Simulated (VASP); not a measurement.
# SnO (Fm-3m) in VASP: notebook

The runs below take SnO through single point, with PBE, HSE06, PBE-based global hybrid with 20 % exact exchange.

All numbers are computed with VASP 6.6.1; they aren't measurements. Logs are shortened: lines on timing, memory, paths and dates and some standing lists are left out, and cuts for length are marked.

**1. The cell of the first run**

Symmetry: Fm-3m, No. 225, cubic system. Conventional cell: a = 5.074 Å, b = 5.074 Å, c = 5.074 Å, α = 90.00°, β = 90.00°, γ = 90.00°. Within 3.3 Å of Sn (site symmetry m-3m) lie 6 O at 2.54 Å. Within 3.3 Å of O (site symmetry m-3m) lie 6 Sn at 2.54 Å.

**2. Single point, PBE**

Contents of INCAR:

```
PREC = Accurate ; ENCUT = 520
EDIFF = 1E-7 ; ISMEAR = 0
SIGMA = 0.01 ; LREAL = False
LASPH = True ; NELM = 60
ALGO = Normal ; ISIF = 2
LWAVE = False ; LCHARG = True
GGA = PE ; LELF = True
LVHAR = True ; NBANDS = 17
```

Contents of KPOINTS:

```
Automatic mesh
0
Gamma
  6 6 6
```

Contents of POSCAR:

```
SnO
1.0
    0.0000000000      2.5369732561      2.5369732561
    2.5369732561      0.0000000000      2.5369732561
    2.5369732561      2.5369732561      0.0000000000
Sn O
1 1
Direct
    0.0000000000      0.0000000000      0.0000000000
    0.5000000000      0.5000000000      0.5000000000
```

Potentials or basis: VASP PAW PBE potentials, release 64 (Sn_d, O).

Started as:

```bash
> cat potpaw_PBE.64/Sn_d/POTCAR potpaw_PBE.64/O/POTCAR > POTCAR
> mpirun -np 1 vasp_std > vasp.out
```

OUTCAR:

```text
PREC = Accurate
   ENCUT = 520
   EDIFF = 1E-7
   ISMEAR = 0
   LREAL = False
   LASPH = True
   NELM = 60
   ISIF = 2
   GGA = PE

 ion  position               nearest neighbor table
   1  0.000  0.000  0.000-   2 2.54   2 2.54   2 2.54   2 2.54   2 2.54   2 2.54
   2  0.500  0.500  0.500-   1 2.54   1 2.54   1 2.54   1 2.54   1 2.54   1 2.54

  LATTYP: Found a face centered cubic cell.
 ALAT       =     5.0739465122

  Lattice vectors:

 A1 = (   0.0000000000,   2.5369732561,   2.5369732561)
 A2 = (   2.5369732561,   0.0000000000,   2.5369732561)
 A3 = (   2.5369732561,   2.5369732561,   0.0000000000)

Analysis of symmetry for initial positions (statically):
=====================================================================
 Subroutine PRICEL returns:
 Original cell was already a primitive cell.

 Routine SETGRP: Setting up the symmetry group for a
 face centered cubic supercell.

 Subroutine GETGRP returns: Found 48 space group operations
 (whereof 48 operations were pure point group operations)
 out of a pool of 48 trial point group operations.

The static configuration has the point symmetry O_h .

Analysis of symmetry for dynamics (positions and initial velocities):
=====================================================================
 Subroutine PRICEL returns:
 Original cell was already a primitive cell.

 Routine SETGRP: Setting up the symmetry group for a
 face centered cubic supercell.

 Subroutine GETGRP returns: Found 48 space group operations
 (whereof 48 operations were pure point group operations)
 out of a pool of 48 trial point group operations.

The dynamic configuration has the point symmetry O_h .

 Subroutine INISYM returns: Found 48 space group operations
 (whereof 48 operations are pure point group operations),
 and found     1 'primitive' translations

----------------------------------------------------------------------------------------

                                     Primitive cell

  volume of cell :      32.6571

  direct lattice vectors                    reciprocal lattice vectors
     0.000000000  2.536973256  2.536973256    -0.197085247  0.197085247  0.197085247
     2.536973256  0.000000000  2.536973256     0.197085247 -0.197085247  0.197085247
     2.536973256  2.536973256  0.000000000     0.197085247  0.197085247 -0.197085247

  length of vectors
     3.587821986  3.587821986  3.587821986     0.341361661  0.341361661  0.341361661

  position of ions in fractional coordinates (direct lattice)
     0.000000000  0.000000000  0.000000000
     0.500000000  0.500000000  0.500000000

  ion indices of the primitive-cell ions
   primitive index   ion index
                 1           1
                 2           2

----------------------------------------------------------------------------------------

 KPOINTS: Automatic mesh

Automatic generation of k-mesh.
 Grid dimensions read from file:
 generate k-points for:    6    6    6

 Generating k-lattice:

  Cartesian coordinates                     Fractional coordinates (reciprocal lattice)
    -0.032847541  0.032847541  0.032847541     0.166666667  0.000000000  0.000000000
     0.032847541 -0.032847541  0.032847541     0.000000000  0.166666667  0.000000000
     0.032847541  0.032847541 -0.032847541     0.000000000  0.000000000  0.166666667

  Length of vectors
     0.056893610  0.056893610  0.056893610

  Shift w.r.t. Gamma in fractional coordinates (k-lattice)
     0.000000000  0.000000000  0.000000000

 Subroutine IBZKPT returns following result:
 ===========================================

 Found     16 irreducible k-points:

 Following reciprocal coordinates:
            Coordinates               Weight
  0.000000  0.000000  0.000000      1.000000
  0.166667  0.000000  0.000000      8.000000
  0.333333  0.000000  0.000000      8.000000
  0.500000  0.000000  0.000000      4.000000
  0.166667  0.166667  0.000000      6.000000
  0.333333  0.166667  0.000000     24.000000
[... 8 lines left out ...]
 -0.333333  0.333333  0.166667     24.000000
 -0.333333  0.500000  0.166667     12.000000
   k-points           NKPTS =     16   k-points in BZ     NKDIM =     16   number of bands    NBANDS=     17
   number of dos      NEDOS =    301   number of ions     NIONS =      2
   total plane-waves  NPLWV =  21952
   dimension x,y,z NGX =    28 NGY =   28 NGZ =   28
   dimension x,y,z NGXF=    56 NGYF=   56 NGZF=   56
   ions per type =               1   1
   NGX,Y,Z   is equivalent  to a cutoff of  12.97, 12.97, 12.97 a.u.
   NGXF,Y,Z  is equivalent  to a cutoff of  25.95, 25.95, 25.95 a.u.
 SYSTEM =  unknown system
   PREC   = accura    normal or accurate (medium, high low for compatibility)
   ISTART =      0    job   : 0-new  1-cont  2-samecut
   ICHARG =      2    charge: 1-file 2-atom 10-const
   ISPIN  =      1    spin polarized calculation?
   LNONCOLLINEAR =      F non collinear calculations
   LSORBIT =      F    spin-orbit coupling
   LASPH  =      T    aspherical Exc in radial PAW
   ENCUT  =  520.0 eV  38.22 Ry    6.18 a.u.   6.67  6.67  6.67*2*pi/ulx,y,z
   NELM   =     60;   NELMIN=  2; NELMDL= -5     # of ELM steps
   EDIFF  = 0.1E-06   stopping-criterion for ELM
   LREAL  =      F    real-space projection
   EDIFFG = 0.1E-05   stopping-criterion for IOM
   NSW    =      0    number of steps for IOM
   IBRION =     -1    ionic relax: 0-MD 1-quasi-New 2-CG
   NFREE  =      0    steps in history (QN), initial steepest desc. (CG)
   ISIF   =      2    stress and relaxation
   ISYM   =      2    0-nonsym 1-usesym 2-fastsym
   POTIM  = 0.5000    time-step for ionic-motion
   TEBEG  =    0.0;   TEEND  =   0.0 temperature during run
   PSTRESS=    0.0 pullay stress
   NELECT =      20.0000    total number of electrons
   NUPDOWN=      -1.0000    fix difference up-down
   EMIN   =  10.00;   EMAX   =-10.00  energy-range for DOS
   EFERMI =   0.00;   METHOD = LEGACY
   ISMEAR =     0;   SIGMA  =   0.01  broadening in eV -4-tet -1-fermi 0-gaus
   EFERMI_NEDOS =   21; number of points for ismear=-14 and -15
   IALGO  =     38    algorithm
   IMIX   =      4    mixing-type and parameters
     AMIX     =   0.40;   BMIX     =  1.00
     AMIX_MAG =   1.60;   BMIX_MAG =  1.00
  volume/ion in A,a.u.               =      16.33       110.19
  Fermi-wavevector in a.u.,A,eV,Ry     =   1.390248  2.627188 26.297197  1.932789
  Thomas-Fermi vector in A             =   2.514201
   LORBIT       =      0    0 simple, 1 ext, 2 COOP (PROOUT), +10 PAW based schemes
   GGA     = PE    functional components
   LHFCALC =     F    Hartree Fock is set to
   AEXX    =    0.0000 exact exchange contribution
   IVDW    =     0    specifies the selected vdW correction
   LEPSILON=     F    determine dielectric tensor
   LRPA    =     F    only Hartree local field effects (RPA)
 non-spin polarized calculation
 Gauss-broadening in eV      SIGMA  =   0.01
  energy-cutoff  :      520.00
  volume of cell :       32.66
 maximum number of plane-waves:       899
   NGX = 13   NGY = 13   NGZ = 13

 number of electron      19.9999991 magnetization

 Free energy of the ion-electron system (eV)
  ---------------------------------------------------
  ext. energy  EPLUGINS =         0.00000000
  ---------------------------------------------------
  free energy    TOTEN  =       -10.47436077 eV

  energy without entropy =      -10.47436077  energy(sigma->0) =      -10.47436077

 E-fermi :   7.6297     XC(G=0): -10.8418

 val. band max:        7.5772370081   @ k =  -0.3333   0.1667   0.0000
 cond. band min:       8.6280761975   @ k =   0.5000   0.0000   0.0000
 fundamental gap:      1.0508391894
 Fermi energy:         7.6297246222

 k-point     1 :       0.0000    0.0000    0.0000
  band No.  band energies     occupation
      1     -13.6890      2.00000
      2     -13.6890      2.00000
      3     -13.6890      2.00000
      4     -13.6212      2.00000
      5     -13.6212      2.00000
      6     -10.8342      2.00000
[... 9 lines left out ...]
     16      17.9318      0.00000
     17      18.1890      0.00000

 k-point     2 :       0.1667    0.0000    0.0000
  band No.  band energies     occupation
      1     -13.6877      2.00000
      2     -13.6788      2.00000
      3     -13.6788      2.00000
      4     -13.6234      2.00000
      5     -13.6234      2.00000
      6     -10.6868      2.00000
[... 9 lines left out ...]
     16      18.8940      0.00000
     17      21.8990      0.00000

 k-point     3 :       0.3333    0.0000    0.0000
  band No.  band energies     occupation
      1     -13.6863      2.00000
      2     -13.6774      2.00000
      3     -13.6774      2.00000
      4     -13.6085      2.00000
      5     -13.6085      2.00000
      6     -10.3688      2.00000
[... 9 lines left out ...]
     16      20.6088      0.00000
     17      23.1321      0.00000

 k-point     4 :       0.5000    0.0000    0.0000
  band No.  band energies     occupation
      1     -13.6861      2.00000
      2     -13.6835      2.00000
      3     -13.6835      2.00000
      4     -13.5942      2.00000
      5     -13.5942      2.00000
      6     -10.1969      2.00000
[... 9 lines left out ...]
     16      21.9132      0.00000
     17      22.2826      0.00000

 k-point     5 :       0.1667    0.1667    0.0000
  band No.  band energies     occupation
      1     -13.7003      2.00000
      2     -13.6654      2.00000
      3     -13.6654      2.00000
      4     -13.6562      2.00000
      5     -13.6110      2.00000
      6     -10.6189      2.00000
[... 9 lines left out ...]
     16      20.7646      0.00000
     17      22.1143      0.00000

 k-point     6 :       0.3333    0.1667    0.0000
  band No.  band energies     occupation
      1     -13.7052      2.00000
      2     -13.6924      2.00000
      3     -13.6524      2.00000
      4     -13.6429      2.00000
      5     -13.5985      2.00000
      6     -10.3204      2.00000
[... 9 lines left out ...]
     16      22.1917      0.00000
     17      24.0528      0.00000

 k-point     7 :       0.5000    0.1667    0.0000
  band No.  band energies     occupation
      1     -13.7193      2.00000
      2     -13.6779      2.00000
      3     -13.6594      2.00000
      4     -13.6304      2.00000
      5     -13.5921      2.00000
      6     -10.0754      2.00000
[... 9 lines left out ...]
     16      22.4185      0.00000
     17      23.9278      0.00000

 k-point     8 :      -0.3333    0.1667    0.0000
  band No.  band energies     occupation
      1     -13.7008      2.00000
      2     -13.6742      2.00000
      3     -13.6611      2.00000
      4     -13.6223      2.00000
      5     -13.6163      2.00000
      6     -10.1503      2.00000
[... 9 lines left out ...]
     16      20.5645      0.00000
     17      24.4242      0.00000

 k-point     9 :      -0.1667    0.1667    0.0000
  band No.  band energies     occupation
      1     -13.6852      2.00000
      2     -13.6750      2.00000
      3     -13.6628      2.00000
      4     -13.6400      2.00000
      5     -13.6183      2.00000
      6     -10.4622      2.00000
[... 9 lines left out ...]
     16      20.3790      0.00000
     17      23.5481      0.00000

 k-point    10 :       0.3333    0.3333    0.0000
  band No.  band energies     occupation
      1     -13.7877      2.00000
      2     -13.7229      2.00000
      3     -13.6162      2.00000
      4     -13.6162      2.00000
      5     -13.5908      2.00000
      6     -10.0558      2.00000
[... 9 lines left out ...]
     16      24.5376      0.00000
     17      25.4815      0.00000

 k-point    11 :       0.5000    0.3333    0.0000
  band No.  band energies     occupation
      1     -13.8209      2.00000
      2     -13.7141      2.00000
      3     -13.6109      2.00000
      4     -13.6101      2.00000
      5     -13.5873      2.00000
      6      -9.8326      2.00000
[... 9 lines left out ...]
     16      24.1562      0.00000
     17      24.5635      0.00000

 k-point    12 :      -0.3333    0.3333    0.0000
  band No.  band energies     occupation
      1     -13.7728      2.00000
      2     -13.6738      2.00000
      3     -13.6367      2.00000
      4     -13.6201      2.00000
      5     -13.6136      2.00000
      6      -9.8796      2.00000
[... 9 lines left out ...]
     16      22.4307      0.00000
     17      24.3483      0.00000

 k-point    13 :       0.5000    0.5000    0.0000
  band No.  band energies     occupation
      1     -13.8751      2.00000
      2     -13.7342      2.00000
      3     -13.5907      2.00000
      4     -13.5907      2.00000
      5     -13.5807      2.00000
      6      -9.7099      2.00000
[... 9 lines left out ...]
     16      26.3887      0.00000
     17      27.5400      0.00000

 k-point    14 :       0.5000    0.3333    0.1667
  band No.  band energies     occupation
      1     -13.7493      2.00000
      2     -13.6930      2.00000
      3     -13.6473      2.00000
      4     -13.6174      2.00000
      5     -13.6023      2.00000
      6     -10.0295      2.00000
[... 9 lines left out ...]
     16      23.6540      0.00000
     17      23.7257      0.00000

 k-point    15 :      -0.3333    0.3333    0.1667
  band No.  band energies     occupation
      1     -13.7698      2.00000
      2     -13.6706      2.00000
      3     -13.6545      2.00000
      4     -13.6239      2.00000
      5     -13.5983      2.00000
      6      -9.8797      2.00000
[... 9 lines left out ...]
     16      24.3418      0.00000
     17      24.7014      0.00000

 k-point    16 :      -0.3333    0.5000    0.1667
  band No.  band energies     occupation
      1     -13.8248      2.00000
      2     -13.6999      2.00000
      3     -13.6282      2.00000
      4     -13.6034      2.00000
      5     -13.5906      2.00000
      6      -9.7575      2.00000
[... 9 lines left out ...]
     16      23.0739      0.00000
     17      25.7501      0.00000

------------------------ aborting loop because EDIFF is reached ----------------------------------------

  FORCE on cell =-STRESS in cart. coord.  units (eV):
  Direction    XX          YY          ZZ          XY          YZ          ZX
  --------------------------------------------------------------------------------------
  -------------------------------------------------------------------------------------
  Total        0.5098948      0.5098948      0.5098948      0.0000000      0.0000000      0.0000000
  in kB       25.0157506     25.0157506     25.0157506      0.0000000      0.0000000      0.0000000
  external PRESSURE =      25.0157506 kB  Pullay stress =       0.0000000 kB

 VOLUME and BASIS-vectors are now :
 -----------------------------------------------------------------------------
  energy-cutoff  :      520.00
  volume of cell :       32.66
      direct lattice vectors                 reciprocal lattice vectors
     0.000000000  2.536973256  2.536973256    -0.197085247  0.197085247  0.197085247
     2.536973256  0.000000000  2.536973256     0.197085247 -0.197085247  0.197085247
     2.536973256  2.536973256  0.000000000     0.197085247  0.197085247 -0.197085247

 POSITION                                       TOTAL-FORCE (eV/Angst)
 -----------------------------------------------------------------------------------
      0.00000      0.00000      0.00000         0.000000     -0.000000     -0.000000
      2.53697      2.53697      2.53697        -0.000000      0.000000      0.000000
 -----------------------------------------------------------------------------------
    total drift:                                0.000000      0.000000      0.000000

  FREE ENERGIE OF THE ION-ELECTRON SYSTEM (eV)
  ---------------------------------------------------
  free  energy   TOTEN  =       -10.4743607689 eV

  energy  without entropy=      -10.4743607689  energy(sigma->0) =      -10.47436077
```

It took 9 s on 1 thread of Intel Xeon Platinum 8488C (Sapphire Rapids), shared host; peak memory 0.15 GiB.

Results:

| Property | Result |
| --- | --- |
| Free energy | -10.4744 eV |
| Pressure | 2.5 GPa |
| Band gap on the k mesh | 1.05 eV (least direct gap 1.16 eV) |

Levels at points of the mesh, in eV from the valence-band top:
```csv
k point,band 8,band 9,band 10,band 11,band 12,band 13
"(0.00, 0.00, 0.00)",-3.02,-3.02,-3.02,8.02,8.02,8.02
"(0.50, 0.00, 0.00)",-2.82,-2.82,-0.53,1.05,4.61,4.61
"(0.50, 0.50, 0.00)",-4.38,-4.12,-4.12,3.83,5.41,6.13
```

Caveat: the structure was generated, so it needn't be the stable form of SnO; spin-orbit coupling is left out, which moves the levels of the heavy elements.

**3. Single point, HSE06**

POSCAR is that of step 2.

Contents of INCAR.step1:

```
SYSTEM = SnO
ALGO = Normal
EDIFF = 1E-5
ENCUT = 520
GGA = PE
ISIF = 2
ISMEAR = 0
LASPH = .TRUE.
LREAL = .FALSE.
LWAVE = .TRUE.
NBANDS = 17
NELM = 100
PREC = Accurate
SIGMA = 0.01
```

Contents of INCAR.step2:

```
SYSTEM = SnO
ALGO = Normal
EDIFF = 1E-7
ENCUT = 520
GGA = PE
HFSCREEN = 0.2079
ISIF = 2
ISMEAR = 0
ISTART = 1
LASPH = .TRUE.
LCHARG = .TRUE.
LELF = .TRUE.
LHFCALC = .TRUE.
LREAL = .FALSE.
LVHAR = .TRUE.
LWAVE = .FALSE.
NBANDS = 17
NELM = 100
PREC = Accurate
PRECFOCK = Normal
SIGMA = 0.01
```

Contents of KPOINTS:

```
k-points
0
G
  4 4 4
  0 0 0
```

Potentials or basis: VASP PAW PBE potentials, release 64 (Sn_d, O).

Started as:

```bash
> cat potpaw_PBE.64/Sn_d/POTCAR potpaw_PBE.64/O/POTCAR > POTCAR
> cp INCAR.step1 INCAR
> mpirun -np 1 vasp_std > vasp.out
> cp INCAR.step2 INCAR
> mpirun -np 1 vasp_std > vasp.out
```

Wall time 5.6 min (1 thread of Intel Xeon Platinum 8488C (Sapphire Rapids), shared host); peak memory 0.27 GiB.

The run converged. Its results:

| Item | Value |
| --- | --- |
| Free energy | -12.8083 eV |
| Pressure | -1.1 GPa |
| Band gap on the k mesh | 1.29 eV (least direct gap 1.47 eV) |

Levels at points of the mesh, in eV from the valence-band top:
```tsv
k point	band 8	band 9	band 10	band 11	band 12	band 13
(0.00, 0.00, 0.00)	-3.69	-3.69	-3.69	9.24	9.24	9.24
(0.50, 0.00, 0.00)	-3.47	-3.47	-0.18	1.29	5.49	5.49
(0.50, 0.50, 0.00)	-4.86	-4.86	-4.59	4.71	6.12	7.24
```

Caveat: the k points lie up to 0.54 Å⁻¹ apart; the structure was generated, so it needn't be the stable form of SnO; the PAW data sets were made with another functional, which shifts forces and pressure a little; spin-orbit coupling is left out, which moves the levels of the heavy elements.

(Part 1 of 2 ends here.)
